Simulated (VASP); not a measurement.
Wanted: the native input for a VASP 6.6.1 run.

```yaml
Task: single point
Functional: PBEsol
Potentials_or_basis: VASP PAW PBE potentials, release 64 (W_sv)
Cutoff: 520 eV
k_mesh: 14 × 14 × 14
Occupations: fermi-dirac, width 0.05 eV
Spin: no spin polarisation
Dipole_correction: no
Further_INCAR_settings: ALGO = Normal; EDIFF = 1e-06; NBANDS = 13
```

The structure of W lies in POSCAR:

```
W
1.0
    0.0000000000      2.0232106516      2.0232106516
    2.0232106516      0.0000000000      2.0232106516
    2.0232106516      2.0232106516      0.0000000000
W
1
Direct
    0.0000000000      0.0000000000      0.0000000000
```

This isn't the form of W at room conditions, which is bcc.

The input as run:

INCAR

```
  ALGO = Normal
  EDIFF = 1E-6
  ENCUT = 520
  GGA = PS
  ISIF = 2
  ISMEAR = -1
  LASPH = True
  LCHARG = False
  LREAL = False
  LWAVE = False
  NBANDS = 13
  NELM = 80
  PREC = Accurate
  SIGMA = 0.05
```

KPOINTS

```
k-points
0
Gamma
  14 14 14
```

Potentials or basis: VASP PAW PBE potentials, release 64 (W_sv).

The run is started by

```sh
$ cat potpaw_PBE.64/W_sv/POTCAR > POTCAR
$ mpirun -np 1 vasp_std > vasp.out
```

Results of the run:

- Pressure: -9.6 GPa
- Band gap on the k mesh: zero (bands 7 and 8 overlap by 3.56 eV)

Caveat: the cell stands under tension; the PAW data sets were made with another functional, which shifts forces and pressure a little; spin-orbit coupling is left out, which moves the levels of the heavy elements.

Wall time 30 s on 1 thread of Intel Xeon 8259CL (shared host), peak memory 0.15 GiB.
